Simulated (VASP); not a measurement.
# TaRu (P4/mmm) in VASP: further runs

The runs below take TaRu through single point, with LDA.

Program: VASP 6.6.1. These are calculated values, not measurements. Logs are shortened: lines on timing, memory, paths and dates and some standing lists are left out, and cuts for length are marked.

### 1 The cell of the first run

The structure is tetragonal, space group P4/mmm (No. 123). The conventional cell has a = 3.187 Å, b = 3.187 Å, c = 3.219 Å, α = 90.00°, β = 90.00°, γ = 90.00°. Ta (site symmetry 4/mmm) has 8 Ru at 2.77 Å and 6 Ta at 3.19 to 3.22 Å within 3.7 Å. Within 3.7 Å of Ru (site symmetry 4/mmm) lie 8 Ta at 2.77 Å and 6 Ru at 3.19 to 3.22 Å.

### 2 Single point, LDA (zz strain of +1 %)

INCAR

```
SYSTEM = TaRu
ALGO     = Normal         ! electronic algorithm
EDIFF    = 1E-6           ! SCF threshold, eV
ENCUT    = 520            ! plane-wave cutoff, eV
GGA      = CA             ! functional
ISIF     = 2              ! what is computed and relaxed
ISMEAR   = -1             ! smearing method
LASPH    = .TRUE.         ! aspherical terms in the spheres
LCHARG   = .FALSE.        ! write CHGCAR
LREAL    = .FALSE.        ! projectors in reciprocal space
LWAVE    = .FALSE.        ! write WAVECAR
NBANDS   = 20             ! bands
NELM     = 60             ! most SCF steps
PREC     = Accurate       ! precision mode
SIGMA    = 0.03           ! smearing width, eV
```

KPOINTS

```
k-points
0
G
  13 13 13
  0 0 0
```

POSCAR

```
TaRu
1.0
    3.1870000000      0.0000000000      0.0000000000
    0.0000000000      3.1870000000      0.0000000000
    0.0000000000      0.0000000000      3.2188700000
Ta Ru
1 1
Direct
    0.5000000000      0.5000000000      0.5000000000
    0.0000000000      0.0000000000      0.0000000000
```

Potentials or basis: VASP PAW LDA potentials, release 64 (Ta_pv, Ru_pv).

Launch:

```console
> cat potpaw_LDA.64/Ta_pv/POTCAR potpaw_LDA.64/Ru_pv/POTCAR > POTCAR
> mpirun -np 1 vasp_std > vasp.out
```

OUTCAR:

```text
SYSTEM = TaRu
   EDIFF = 1E-6
   ENCUT = 520
   GGA = CA
   ISIF = 2
   ISMEAR = -1
   LASPH = .TRUE.
   LREAL = .FALSE.
   NELM = 60
   PREC = Accurate

 ion  position               nearest neighbor table
   1  0.500  0.500  0.500-   2 2.77   2 2.77   2 2.77   2 2.77   2 2.77   2 2.77   2 2.77   2 2.77

   2  0.000  0.000  0.000-   1 2.77   1 2.77   1 2.77   1 2.77   1 2.77   1 2.77   1 2.77   1 2.77

  LATTYP: Found a simple tetragonal cell.
 ALAT       =     3.1870000000
 C/A-ratio  =     1.0100000000

  Lattice vectors:

 A1 = (   3.1870000000,   0.0000000000,   0.0000000000)
 A2 = (   0.0000000000,   3.1870000000,   0.0000000000)
 A3 = (   0.0000000000,   0.0000000000,   3.2188700000)

Analysis of symmetry for initial positions (statically):
=====================================================================
 Subroutine PRICEL returns:
 Original cell was already a primitive cell.

 Routine SETGRP: Setting up the symmetry group for a
 simple tetragonal supercell.

 Subroutine GETGRP returns: Found 16 space group operations
 (whereof 16 operations were pure point group operations)
 out of a pool of 16 trial point group operations.

The static configuration has the point symmetry D_4h.

Analysis of symmetry for dynamics (positions and initial velocities):
=====================================================================
 Subroutine PRICEL returns:
 Original cell was already a primitive cell.

 Routine SETGRP: Setting up the symmetry group for a
 simple tetragonal supercell.

 Subroutine GETGRP returns: Found 16 space group operations
 (whereof 16 operations were pure point group operations)
 out of a pool of 16 trial point group operations.

The dynamic configuration has the point symmetry D_4h.

 Subroutine INISYM returns: Found 16 space group operations
 (whereof 16 operations are pure point group operations),
 and found     1 'primitive' translations

----------------------------------------------------------------------------------------

                                     Primitive cell

  volume of cell :      32.6940

  direct lattice vectors                    reciprocal lattice vectors
     3.187000000  0.000000000  0.000000000     0.313774710  0.000000000  0.000000000
     0.000000000  3.187000000  0.000000000     0.000000000  0.313774710  0.000000000
     0.000000000  0.000000000  3.218870000     0.000000000  0.000000000  0.310668029

  length of vectors
     3.187000000  3.187000000  3.218870000     0.313774710  0.313774710  0.310668029

  position of ions in fractional coordinates (direct lattice)
     0.500000000  0.500000000  0.500000000
     0.000000000  0.000000000  0.000000000

  ion indices of the primitive-cell ions
   primitive index   ion index
                 1           1
                 2           2

----------------------------------------------------------------------------------------

 KPOINTS: k-points

Automatic generation of k-mesh.
 Grid dimensions read from file:
 generate k-points for:   13   13   13

 Generating k-lattice:

  Cartesian coordinates                     Fractional coordinates (reciprocal lattice)
     0.024136516  0.000000000  0.000000000     0.076923077  0.000000000  0.000000000
     0.000000000  0.024136516  0.000000000     0.000000000  0.076923077  0.000000000
     0.000000000  0.000000000  0.023897541     0.000000000  0.000000000  0.076923077

  Length of vectors
     0.024136516  0.024136516  0.023897541

  Shift w.r.t. Gamma in fractional coordinates (k-lattice)
     0.000000000  0.000000000  0.000000000

 Subroutine IBZKPT returns following result:
 ===========================================

 Found    196 irreducible k-points:

 Following reciprocal coordinates:
            Coordinates               Weight
  0.000000  0.000000  0.000000      1.000000
  0.076923  0.000000  0.000000      4.000000
  0.153846  0.000000  0.000000      4.000000
  0.230769  0.000000  0.000000      4.000000
  0.307692  0.000000  0.000000      4.000000
  0.384615  0.000000  0.000000      4.000000
[... 16 lines left out ...]
  0.307692  0.307692  0.000000      4.000000
  0.384615  0.307692  0.000000      8.000000
 [... further k-points ...]
   k-points           NKPTS =    196   k-points in BZ     NKDIM =    196   number of bands    NBANDS=     20
   number of dos      NEDOS =    301   number of ions     NIONS =      2
   total plane-waves  NPLWV =  13824
   dimension x,y,z NGX =    24 NGY =   24 NGZ =   24
   dimension x,y,z NGXF=    48 NGYF=   48 NGZF=   48
   ions per type =               1   1
   NGX,Y,Z   is equivalent  to a cutoff of  12.52, 12.52, 12.40 a.u.
   NGXF,Y,Z  is equivalent  to a cutoff of  25.04, 25.04, 24.79 a.u.
 SYSTEM =  TaRu
   PREC   = accura    normal or accurate (medium, high low for compatibility)
   ISTART =      0    job   : 0-new  1-cont  2-samecut
   ICHARG =      2    charge: 1-file 2-atom 10-const
   ISPIN  =      1    spin polarized calculation?
   LNONCOLLINEAR =      F non collinear calculations
   LSORBIT =      F    spin-orbit coupling
   LASPH  =      T    aspherical Exc in radial PAW
   ENCUT  =  520.0 eV  38.22 Ry    6.18 a.u.   5.93  5.93  5.98*2*pi/ulx,y,z
   NELM   =     60;   NELMIN=  2; NELMDL= -5     # of ELM steps
   EDIFF  = 0.1E-05   stopping-criterion for ELM
   LREAL  =      F    real-space projection
   EDIFFG = 0.1E-04   stopping-criterion for IOM
   NSW    =      0    number of steps for IOM
   IBRION =     -1    ionic relax: 0-MD 1-quasi-New 2-CG
   NFREE  =      0    steps in history (QN), initial steepest desc. (CG)
   ISIF   =      2    stress and relaxation
   ISYM   =      2    0-nonsym 1-usesym 2-fastsym
   POTIM  = 0.5000    time-step for ionic-motion
   TEBEG  =    0.0;   TEEND  =   0.0 temperature during run
   PSTRESS=    0.0 pullay stress
   NELECT =      25.0000    total number of electrons
   NUPDOWN=      -1.0000    fix difference up-down
   EMIN   =  10.00;   EMAX   =-10.00  energy-range for DOS
   EFERMI =   0.00;   METHOD = LEGACY
   ISMEAR =    -1;   SIGMA  =   0.03  broadening in eV -4-tet -1-fermi 0-gaus
   EFERMI_NEDOS =   21; number of points for ismear=-14 and -15
   IALGO  =     38    algorithm
   IMIX   =      4    mixing-type and parameters
     AMIX     =   0.40;   BMIX     =  1.00
     AMIX_MAG =   1.60;   BMIX_MAG =  1.00
  volume/ion in A,a.u.               =      16.35       110.31
  Fermi-wavevector in a.u.,A,eV,Ry     =   1.497036  2.828988 30.492255  2.241117
  Thomas-Fermi vector in A             =   2.608976
   LORBIT       =      0    0 simple, 1 ext, 2 COOP (PROOUT), +10 PAW based schemes
   GGA     = CA    functional components
   LHFCALC =     F    Hartree Fock is set to
   AEXX    =    0.0000 exact exchange contribution
   IVDW    =     0    specifies the selected vdW correction
   LEPSILON=     F    determine dielectric tensor
   LRPA    =     F    only Hartree local field effects (RPA)
 non-spin polarized calculation
  energy-cutoff  :      520.00
  volume of cell :       32.69
 maximum number of plane-waves:       900
 NGX is ok and might be reduce to    24
   NGX = 11   NGY = 11   NGZ = 11

 number of electron      24.9999998 magnetization

 Free energy of the ion-electron system (eV)
  ---------------------------------------------------
  ext. energy  EPLUGINS =         0.00000000
  ---------------------------------------------------
  free energy    TOTEN  =       -23.87402111 eV

  energy without entropy =      -23.86375780  energy(sigma->0) =      -23.86888946

 E-fermi :   9.0218     XC(G=0): -13.2966

 val. band max:        9.0143441538   @ k =   0.3077   0.1538   0.4615
 cond. band min:       9.0232630041   @ k =   0.3846   0.1538   0.4615
 fundamental gap:      0.0089188503
 Fermi energy:         9.0217966534

 k-point     1 :       0.0000    0.0000    0.0000
  band No.  band energies     occupation
      1     -33.9043      2.00000
      2     -33.9043      2.00000
      3     -33.8996      2.00000
      4     -25.8651      2.00000
      5     -25.8549      2.00000
      6     -25.8549      2.00000
[... 12 lines left out ...]
     19      17.0361      0.00000
     20      17.0361      0.00000

 k-point     2 :       0.0769    0.0000    0.0000
  band No.  band energies     occupation
      1     -33.9097      2.00000
      2     -33.9033      2.00000
      3     -33.8986      2.00000
      4     -25.8738      2.00000
      5     -25.8651      2.00000
      6     -25.8548      2.00000
[... 12 lines left out ...]
     19      17.3498      0.00000
     20      17.5956      0.00000

 k-point     3 :       0.1538    0.0000    0.0000
  band No.  band energies     occupation
      1     -33.9245      2.00000
      2     -33.9006      2.00000
      3     -33.8958      2.00000
      4     -25.9259      2.00000
      5     -25.8650      2.00000
      6     -25.8546      2.00000
[... 12 lines left out ...]
     19      18.6617      0.00000
     20      18.8777      0.00000

 k-point     4 :       0.2308    0.0000    0.0000
  band No.  band energies     occupation
      1     -33.9452      2.00000
      2     -33.8967      2.00000
      3     -33.8918      2.00000
      4     -25.9985      2.00000
      5     -25.8648      2.00000
      6     -25.8542      2.00000
[... 12 lines left out ...]
     19      19.0368      0.00000
     20      20.2625      0.00000

 k-point     5 :       0.3077    0.0000    0.0000
  band No.  band energies     occupation
      1     -33.9672      2.00000
      2     -33.8926      2.00000
      3     -33.8875      2.00000
      4     -26.0746      2.00000
      5     -25.8647      2.00000
      6     -25.8538      2.00000
[... 12 lines left out ...]
     19      19.0368      0.00000
     20      20.9409      0.00000
[... 353 lines left out ...]
      6     -25.8529      2.00000
[... 12 lines left out ...]
     19      19.0351      0.00000
     20      19.5983      0.00000

 k-point    22 :       0.4615    0.2308    0.0000
  band No.  band energies     occupation
      1     -33.9997      2.00000
      2     -33.9401      2.00000
      3     -33.8775      2.00000
      4     -26.1376      2.00000
      5     -25.9628      2.00000
      6     -25.8514      2.00000
[... 12 lines left out ...]
     19      19.0360      0.00000
     20      20.1163      0.00000

 k-point    23 :       0.3077    0.3077    0.0000
  band No.  band energies     occupation
      1     -33.9736      2.00000
      2     -33.9624      2.00000
      3     -33.8789      2.00000
      4     -26.0537      2.00000
      5     -26.0215      2.00000
      6     -25.8507      2.00000
[... 12 lines left out ...]
     19      18.3979      0.00000
     20      19.0386      0.00000

 k-point    24 :       0.3846    0.3077    0.0000
  band No.  band energies     occupation
      1     -33.9904      2.00000
      2     -33.9675      2.00000
      3     -33.8764      2.00000
      4     -26.0918      2.00000
      5     -26.0250      2.00000
      6     -25.8466      2.00000
[... 12 lines left out ...]
     19      18.6819      0.00000
     20      19.0386      0.00000

 [... further k-points ...]
[... 5 lines left out ...]
  --------------------------------------------------------------------------------------
  -------------------------------------------------------------------------------------
  Total       -3.7757568     -3.7757568     -3.2426781      0.0000000      0.0000000      0.0000000
  in kB     -185.0320817   -185.0320817   -158.9084000      0.0000000      0.0000000      0.0000000
  external PRESSURE =    -176.3241878 kB  Pullay stress =       0.0000000 kB

 VOLUME and BASIS-vectors are now :
 -----------------------------------------------------------------------------
  energy-cutoff  :      520.00
  volume of cell :       32.69
      direct lattice vectors                 reciprocal lattice vectors
     3.187000000  0.000000000  0.000000000     0.313774710  0.000000000  0.000000000
     0.000000000  3.187000000  0.000000000     0.000000000  0.313774710  0.000000000
     0.000000000  0.000000000  3.218870000     0.000000000  0.000000000  0.310668029

 POSITION                                       TOTAL-FORCE (eV/Angst)
 -----------------------------------------------------------------------------------
      1.59350      1.59350      1.60943         0.000000      0.000000      0.000000
      0.00000      0.00000      0.00000         0.000000      0.000000      0.000000
 -----------------------------------------------------------------------------------
    total drift:                                0.000000      0.000000     -0.000000

  FREE ENERGIE OF THE ION-ELECTRON SYSTEM (eV)
  ---------------------------------------------------
  free  energy   TOTEN  =       -23.8740211067 eV

  energy  without entropy=      -23.8637578042  energy(sigma->0) =      -23.86888946
```

Wall time 1.7 min (1 thread of Intel Xeon 8259CL, shared host); peak memory 0.23 GiB.

Results:

| Property | Result |
| --- | --- |
| Free energy | -23.8740 eV |
| Pressure | -17.6 GPa |

Stress tensor (GPa, compression positive):
```
-18.50   0.00   0.00
  0.00 -18.50   0.00
  0.00   0.00 -15.89
```

Caveat: the cell differs from its parent crystal (zz strain of +1 %); spin-orbit coupling is left out, which moves the levels of the heavy elements.

### 3 Single point, LDA (zz strain of +2 %)

INCAR

```
SYSTEM = TaRu
ALGO = Normal
EDIFF = 1E-6
ENCUT = 520
ISIF = 2
ISMEAR = -1
LASPH = .TRUE.
LCHARG = .TRUE.
LELF = .TRUE.
LREAL = .FALSE.
LVHAR = .TRUE.
LWAVE = .FALSE.
NBANDS = 20
NELM = 100
PREC = Accurate
SIGMA = 0.03
```

KPOINTS is that of step 2.

Changes to POSCAR since step 2:

```diff
@@ -4,3 +4,3 @@
     0.0000000000      3.1870000000      0.0000000000
-    0.0000000000      0.0000000000      3.2188700000
+    0.0000000000      0.0000000000      3.2507400000
 Ta Ru
```

Potentials or basis: VASP PAW LDA potentials, release 64 (Ta_pv, Ru_pv).

Launch:

```console
> cat potpaw_LDA.64/Ta_pv/POTCAR potpaw_LDA.64/Ru_pv/POTCAR > POTCAR
> mpirun -np 1 vasp_std > vasp.out
```

Run time: 1.7 min. Hardware: 1 thread of Intel Xeon 8259CL, shared host; peak memory 0.23 GiB.

It converged, with:

```
Free energy : -23.8418 eV
Pressure    : -19.6 GPa
```

Stress tensor (GPa, compression positive):
```
-21.24   0.00   0.00
  0.00 -21.24   0.00
  0.00   0.00 -16.32
```

Levels at points of the mesh, in eV from the Fermi level:
| k point | band 9 | band 10 | band 11 | band 12 | band 13 | band 14 | band 15 | band 16 |
| --- | --- | --- | --- | --- | --- | --- | --- | --- |
| (0.00, 0.00, 0.00) | -5.62 | -2.31 | -2.31 | -2.15 | 0.81 | 1.09 | 3.84 | 3.88 |

Caveat: the cell differs from its parent crystal (zz strain of +2 %); spin-orbit coupling is left out, which moves the levels of the heavy elements.
